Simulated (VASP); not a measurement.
# Os in VASP: a series of runs, part 2 of 3

VASP 6.6.1.

## Step 3: Single point, PBEsol (equal xy, yz and zx shear strains of -1 %)

Input file INCAR:

```
SYSTEM = Os
PREC = Accurate ; ENCUT = 520
EDIFF = 1E-6 ; ISMEAR = -1
SIGMA = 0.05 ; LREAL = .False.
LASPH = .True. ; NELM = 60
ALGO = Normal ; ISIF = 2
LWAVE = .False. ; LCHARG = .True.
GGA = PS ; LELF = .True.
LVHAR = .True. ; NBANDS = 10
```

Input file KPOINTS:

```
Automatic mesh
0
Gamma
  14 14 14
  0 0 0
```

Input file POSCAR:

```
Os
1.0
   -0.0194500000      1.9352750000      1.9352750000
    1.9352750000     -0.0194500000      1.9352750000
    1.9352750000      1.9352750000     -0.0194500000
Os
1
Direct
    0.0000000000      0.0000000000      0.0000000000
```

Potentials or basis: VASP PAW PBE potentials, release 64 (Os).

On the command line:

```console
cat potpaw_PBE.64/Os/POTCAR > POTCAR
mpirun -np 1 vasp_std > vasp.out
```

OUTCAR:

```text
SYSTEM = Os
   PREC = Accurate
   ENCUT = 520
   EDIFF = 1E-6
   ISMEAR = -1
   LREAL = .False.
   LASPH = .True.
   NELM = 60
   ISIF = 2
   GGA = PS

 ion  position               nearest neighbor table
   1  0.000  0.000  0.000-

  LATTYP: Found a trigonal (rhomboedric) cell.
 ALAT       =     2.7369612627
 COS(alpha) =     0.4899250057

  Lattice vectors:

 A1 = (  -0.0194500000,   1.9352750000,   1.9352750000)
 A2 = (   1.9352750000,  -0.0194500000,   1.9352750000)
 A3 = (   1.9352750000,   1.9352750000,  -0.0194500000)

Analysis of symmetry for initial positions (statically):
=====================================================================
 Subroutine PRICEL returns:
 Original cell was already a primitive cell.

 Routine SETGRP: Setting up the symmetry group for a
 trigonal (rhombohedral) supercell.

 Subroutine GETGRP returns: Found 12 space group operations
 (whereof 12 operations were pure point group operations)
 out of a pool of 12 trial point group operations.

The static configuration has the point symmetry D_3d.

Analysis of symmetry for dynamics (positions and initial velocities):
=====================================================================
 Subroutine PRICEL returns:
 Original cell was already a primitive cell.

 Routine SETGRP: Setting up the symmetry group for a
 trigonal (rhombohedral) supercell.

 Subroutine GETGRP returns: Found 12 space group operations
 (whereof 12 operations were pure point group operations)
 out of a pool of 12 trial point group operations.

The dynamic configuration has the point symmetry D_3d.

 Subroutine INISYM returns: Found 12 space group operations
 (whereof 12 operations are pure point group operations),
 and found     1 'primitive' translations

----------------------------------------------------------------------------------------

                                     Primitive cell

  volume of cell :      14.7149

  direct lattice vectors                    reciprocal lattice vectors
    -0.019450000  1.935275000  1.935275000    -0.254498585  0.257082327  0.257082327
     1.935275000 -0.019450000  1.935275000     0.257082327 -0.254498585  0.257082327
     1.935275000  1.935275000 -0.019450000     0.257082327  0.257082327 -0.254498585

  length of vectors
     2.736961263  2.736961263  2.736961263     0.443792943  0.443792943  0.443792943

  position of ions in fractional coordinates (direct lattice)
     0.000000000  0.000000000  0.000000000

  ion indices of the primitive-cell ions
   primitive index   ion index
                 1           1

----------------------------------------------------------------------------------------

 KPOINTS: Automatic mesh

Automatic generation of k-mesh.
 Grid dimensions read from file:
 generate k-points for:   14   14   14

 Generating k-lattice:

  Cartesian coordinates                     Fractional coordinates (reciprocal lattice)
    -0.018178470  0.018363023  0.018363023     0.071428571  0.000000000  0.000000000
     0.018363023 -0.018178470  0.018363023     0.000000000  0.071428571  0.000000000
     0.018363023  0.018363023 -0.018178470     0.000000000  0.000000000  0.071428571

  Length of vectors
     0.031699496  0.031699496  0.031699496

  Shift w.r.t. Gamma in fractional coordinates (k-lattice)
     0.000000000  0.000000000  0.000000000

 Subroutine IBZKPT returns following result:
 ===========================================

 Found    288 irreducible k-points:

 Following reciprocal coordinates:
            Coordinates               Weight
  0.000000  0.000000  0.000000      1.000000
  0.071429 -0.000000 -0.000000      6.000000
  0.142857  0.000000 -0.000000      6.000000
  0.214286 -0.000000 -0.000000      6.000000
  0.285714  0.000000  0.000000      6.000000
  0.357143 -0.000000 -0.000000      6.000000
[... 16 lines left out ...]
  0.214286  0.142857 -0.000000     12.000000
  0.285714  0.142857  0.000000     12.000000
 [... further k-points ...]
   k-points           NKPTS =    288   k-points in BZ     NKDIM =    288   number of bands    NBANDS=     10
   number of dos      NEDOS =    301   number of ions     NIONS =      1
   total plane-waves  NPLWV =   8000
   dimension x,y,z NGX =    20 NGY =   20 NGZ =   20
   dimension x,y,z NGXF=    40 NGYF=   40 NGZF=   40
   ions per type =               1
   NGX,Y,Z   is equivalent  to a cutoff of  12.15, 12.15, 12.15 a.u.
   NGXF,Y,Z  is equivalent  to a cutoff of  24.30, 24.30, 24.30 a.u.
 SYSTEM =  Os
   PREC   = accura    normal or accurate (medium, high low for compatibility)
   ISTART =      0    job   : 0-new  1-cont  2-samecut
   ICHARG =      2    charge: 1-file 2-atom 10-const
   ISPIN  =      1    spin polarized calculation?
   LNONCOLLINEAR =      F non collinear calculations
   LSORBIT =      F    spin-orbit coupling
   LASPH  =      T    aspherical Exc in radial PAW
   ENCUT  =  520.0 eV  38.22 Ry    6.18 a.u.   5.09  5.09  5.09*2*pi/ulx,y,z
   NELM   =     60;   NELMIN=  2; NELMDL= -5     # of ELM steps
   EDIFF  = 0.1E-05   stopping-criterion for ELM
   LREAL  =      F    real-space projection
   EDIFFG = 0.1E-04   stopping-criterion for IOM
   NSW    =      0    number of steps for IOM
   IBRION =     -1    ionic relax: 0-MD 1-quasi-New 2-CG
   NFREE  =      0    steps in history (QN), initial steepest desc. (CG)
   ISIF   =      2    stress and relaxation
   ISYM   =      2    0-nonsym 1-usesym 2-fastsym
   POTIM  = 0.5000    time-step for ionic-motion
   TEBEG  =    0.0;   TEEND  =   0.0 temperature during run
   PSTRESS=    0.0 pullay stress
   NELECT =       8.0000    total number of electrons
   NUPDOWN=      -1.0000    fix difference up-down
   EMIN   =  10.00;   EMAX   =-10.00  energy-range for DOS
   EFERMI =   0.00;   METHOD = LEGACY
   ISMEAR =    -1;   SIGMA  =   0.05  broadening in eV -4-tet -1-fermi 0-gaus
   EFERMI_NEDOS =   21; number of points for ismear=-14 and -15
   IALGO  =     38    algorithm
   IMIX   =      4    mixing-type and parameters
     AMIX     =   0.40;   BMIX     =  1.00
     AMIX_MAG =   1.60;   BMIX_MAG =  1.00
  volume/ion in A,a.u.               =      14.71        99.30
  Fermi-wavevector in a.u.,A,eV,Ry     =   1.336143  2.524943 24.290166  1.785277
  Thomas-Fermi vector in A             =   2.464792
   LORBIT       =      0    0 simple, 1 ext, 2 COOP (PROOUT), +10 PAW based schemes
   GGA     = PS    functional components
   LHFCALC =     F    Hartree Fock is set to
   AEXX    =    0.0000 exact exchange contribution
   IVDW    =     0    specifies the selected vdW correction
   LEPSILON=     F    determine dielectric tensor
   LRPA    =     F    only Hartree local field effects (RPA)
 non-spin polarized calculation
  energy-cutoff  :      520.00
  volume of cell :       14.71
 maximum number of plane-waves:       406
   NGX = 11   NGY = 11   NGZ = 11

 number of electron       8.0000000 magnetization

 Free energy of the ion-electron system (eV)
  ---------------------------------------------------
  ext. energy  EPLUGINS =         0.00000000
  ---------------------------------------------------
  free energy    TOTEN  =       -12.04440079 eV

  energy without entropy =      -12.03432668  energy(sigma->0) =      -12.03936373

 E-fermi :   8.3994     XC(G=0): -13.8654

 val. band max:        8.3964576923   @ k =  -0.3571   0.5000   0.2143
 cond. band min:       8.3993701211   @ k =  -0.0714   0.2857   0.0714
 fundamental gap:      0.0029124288
 Fermi energy:         8.3993535491

 k-point     1 :       0.0000    0.0000    0.0000
  band No.  band energies     occupation
      1      -1.9813      2.00000
      2       5.5533      2.00000
      3       5.5533      2.00000
      4       5.8092      2.00000
      5       8.4789      0.33868
      6       8.4789      0.33868
      7      22.7360      0.00000
      8      28.0854      0.00000
      9      28.0854      0.00000
     10      28.5513      0.00000

 k-point     2 :       0.0714   -0.0000   -0.0000
  band No.  band energies     occupation
      1      -1.7574      2.00000
      2       5.4429      2.00000
      3       5.6457      2.00000
      4       5.8935      2.00000
      5       8.4118      0.87577
      6       8.4146      0.84883
      7      23.1430      0.00000
      8      27.0345      0.00000
      9      28.4831      0.00000
     10      28.8899      0.00000
[... 274 lines left out ...]
 k-point    24 :       0.2857    0.1429    0.0000
  band No.  band energies     occupation
      1       0.7607      2.00000
      2       4.1742      2.00000
      3       5.9313      2.00000
      4       6.8613      2.00000
      5       8.1302      1.99085
      6       9.4893      0.00000
      7      23.5856      0.00000
      8      26.6006      0.00000
      9      28.8853      0.00000
     10      29.5947      0.00000

 [... further k-points ...]
[... 5 lines left out ...]
  --------------------------------------------------------------------------------------
  -------------------------------------------------------------------------------------
  Total       -1.8240268     -1.8240268     -1.8240268      0.2250532      0.2250532      0.2250532
  in kB     -198.6029410   -198.6029410   -198.6029410     24.5041505     24.5041505     24.5041505
  external PRESSURE =    -198.6029410 kB  Pullay stress =       0.0000000 kB

 VOLUME and BASIS-vectors are now :
 -----------------------------------------------------------------------------
  energy-cutoff  :      520.00
  volume of cell :       14.71
      direct lattice vectors                 reciprocal lattice vectors
    -0.019450000  1.935275000  1.935275000    -0.254498585  0.257082327  0.257082327
     1.935275000 -0.019450000  1.935275000     0.257082327 -0.254498585  0.257082327
     1.935275000  1.935275000 -0.019450000     0.257082327  0.257082327 -0.254498585

 POSITION                                       TOTAL-FORCE (eV/Angst)
 -----------------------------------------------------------------------------------
      0.00000      0.00000      0.00000        -0.000000      0.000000     -0.000000
 -----------------------------------------------------------------------------------
    total drift:                                0.000000      0.000000     -0.000000

  FREE ENERGIE OF THE ION-ELECTRON SYSTEM (eV)
  ---------------------------------------------------
  free  energy   TOTEN  =       -12.0444007875 eV

  energy  without entropy=      -12.0343266822  energy(sigma->0) =      -12.03936373
```

OSZICAR:

```text
N       E                     dE             d eps       ncg     rms          rms(c)
DAV:   1     0.353661028005E+02    0.35366E+02   -0.41625E+03  5864   0.741E+02
DAV:   2    -0.116915721404E+02   -0.47058E+02   -0.44007E+02  5938   0.198E+02
DAV:   3    -0.128412337307E+02   -0.11497E+01   -0.11408E+01  6826   0.289E+01
DAV:   4    -0.128441295862E+02   -0.28959E-02   -0.28954E-02  6256   0.161E+00
DAV:   5    -0.128441393310E+02   -0.97448E-05   -0.97445E-05  6400   0.871E-02    0.153E+01
DAV:   6    -0.122115879764E+02    0.63255E+00   -0.77756E-01  6780   0.695E+00    0.642E+00
DAV:   7    -0.120492185700E+02    0.16237E+00   -0.46503E-01  7110   0.510E+00    0.356E-01
DAV:   8    -0.120460552575E+02    0.31633E-02   -0.20601E-03  5968   0.365E-01    0.245E-01
DAV:   9    -0.120444003862E+02    0.16549E-02   -0.78594E-04  6296   0.301E-01    0.282E-02
DAV:  10    -0.120444007875E+02   -0.40138E-06   -0.89040E-06  6292   0.219E-02
   1 F= -.12044401E+02 E0= -.12039364E+02  d E =-.100741E-01
```

stdout:

```text
POSCAR found type information on POSCAR Os
 POSCAR found :  1 types and       1 ions
 scaLAPACK will be used
 -----------------------------------------------------------------------------
|                                                                             |
|                                                                             |
|     You enforced a specific xc type in the INCAR file but a different       |
|     I HOPE YOU KNOW WHAT YOU ARE DOING!                                     |
|                                                                             |
 -----------------------------------------------------------------------------

 LDA part: xc-table for (Slater+PW92), standard interpolation
 POSCAR, INCAR and KPOINTS ok, starting setup
 FFT: planning ... GRIDC
 FFT: planning ... GRID_SOFT
 FFT: planning ... GRID
 WAVECAR not read
 entering main loop
```

Wall time 10 s (1 thread of Intel Xeon 6975P-C (Granite Rapids), shared host); peak memory 0.16 GiB.

What came out:

| Quantity | Value |
| --- | --- |
| Free energy | -12.0444 eV |
| Pressure | -19.9 GPa |
| Band gap on the k mesh | zero (band 4 reaches 10.67 eV, above the bottom of band 5 at 7.26 eV) |

Caveat: the cell differs from its parent crystal (equal xy, yz and zx shear strains of -1 %); the PAW data sets were made with another functional, which shifts forces and pressure a little; spin-orbit coupling is left out, which moves the levels of the heavy elements.

## Step 4: Single point, PBEsol (volume scaled by 0.96)

Input file INCAR:

```
SYSTEM = Os
  PREC = Accurate
  ENCUT = 520
  EDIFF = 1E-6
  ISMEAR = -1
  SIGMA = 0.05
  LREAL = .False.
  LASPH = .True.
  NELM = 80
  ALGO = Normal
  ISIF = 2
  LWAVE = .False.
  LCHARG = .False.
  GGA = PS
  NBANDS = 10
```

KPOINTS is that of step 3.

Input file POSCAR:

```
Os
1.0
    0.0000000000      1.9187129938      1.9187129938
    1.9187129938      0.0000000000      1.9187129938
    1.9187129938      1.9187129938      0.0000000000
Os
1
Direct
    0.0000000000      0.0000000000      0.0000000000
```

On the command line:

```console
cat potpaw_PBE.64/Os/POTCAR > POTCAR
mpirun -np 1 vasp_std > vasp.out
```

Wall time 6.1 s (1 thread of Intel Xeon 6975P-C (Granite Rapids), shared host); peak memory 0.13 GiB.

Results (log left out):

| Property | Result |
| --- | --- |
| Free energy | -12.0938 eV |
| Pressure | -4.8 GPa |
| Band gap on the k mesh | zero (band 4 reaches 11.44 eV, above the bottom of band 5 at 7.71 eV) |

Levels at points of the mesh, in eV from the Fermi level:
```
           k point  band 2  band 3  band 4  band 5  band 6  band 7
(0.00, 0.00, 0.00)   -2.93   -2.93   -2.93    0.10    0.10   14.33
(0.50, 0.00, 0.00)   -3.08   -3.08   -0.20    2.48    2.48    8.92
(0.50, 0.50, 0.00)   -6.77    2.36    2.44    3.16    3.16   12.16
```

Caveat: the PAW data sets were made with another functional, which shifts forces and pressure a little; spin-orbit coupling is left out, which moves the levels of the heavy elements.

(Part 2 of 3 ends here.)
